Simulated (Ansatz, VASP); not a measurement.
# In in VASP and in Ansatz

```
CELL_PARAMETERS angstrom
-1.69511 1.69511 2.39209
1.69511 -1.69511 2.39209
1.69511 1.69511 -2.39209
ATOMIC_POSITIONS crystal
In 0.00000 0.00000 0.00000
```

Alike in both runs: task single point; functional PBE; k mesh 18 × 18 × 18; occupations gaussian, width 0.15 eV; no spin polarisation.

|  | VASP | Ansatz |
| --- | --- | --- |
| version | VASP 6.6.1 | Ansatz 0.2.0 |
| potentials or method | VASP PAW PBE potentials, release 64 (In_d), cutoff 520 eV | scalar-relativistic, plane waves, PAW |
| valence electrons in the cell | 13 | 13 |

```tsv
	VASP	Ansatz	Ansatz less VASP
gap on the k mesh at the Fermi level (eV)	none	none	-
pressure (GPa)	0.0	0.0	+0.03
```

A gap of «none» marks a metal or a gap that the smearing closes.
